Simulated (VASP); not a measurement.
A run of VASP 6.6.1 is set up as follows.

File INCAR:

```
  ALGO = Normal
  EDIFF = 1E-7
  ENCUT = 520
  GGA = PE
  ISIF = 2
  ISMEAR = 0
  LASPH = T
  LCHARG = F
  LDAU = T
  LDAUJ = 0 0 0 0 0
  LDAUL = -1 -1 3 -1 -1
  LDAUPRINT = 1
  LDAUTYPE = 2
  LDAUU = 0 0 5 0 0
  LMAXMIX = 6
  LREAL = F
  LWAVE = F
  NBANDS = 52
  NELM = 150
  PREC = Accurate
  SIGMA = 0.02
```

File KPOINTS:

```
k-points
0
Gamma
  6 6 6
```

File POSCAR:

```
KBaCeBiO6
1.0
    0.0000000000      4.3542107287      4.3542107287
    4.3542107287      0.0000000000      4.3542107287
    4.3542107287      4.3542107287      0.0000000000
Ba Bi Ce K O
1 1 1 1 6
Direct
    0.7500000000      0.7500000000      0.7500000000
    0.0000000000      0.0000000000      0.0000000000
    0.5000000000      0.5000000000      0.5000000000
    0.2500000000      0.2500000000      0.2500000000
    0.7556108016      0.2443891984      0.2443891984
    0.2443891984      0.7556108016      0.7556108016
    0.2443891984      0.7556108016      0.2443891984
    0.7556108016      0.2443891984      0.7556108016
    0.2443891984      0.2443891984      0.7556108016
    0.7556108016      0.7556108016      0.2443891984
```

Potentials or basis: VASP PAW PBE potentials, release 64 (Ba_sv, Bi_d, Ce, K_sv, O).

Launch:

```console
$ cat potpaw_PBE.64/Ba_sv/POTCAR potpaw_PBE.64/Bi_d/POTCAR potpaw_PBE.64/Ce/POTCAR potpaw_PBE.64/K_sv/POTCAR potpaw_PBE.64/O/POTCAR > POTCAR
$ mpirun -np 1 vasp_std > vasp.out
```

(1) What does it give for the pressure?

(2) What does it give for the largest force?

Answers

(1) 1.5 GPa.

(2) 0.185 eV/Å.
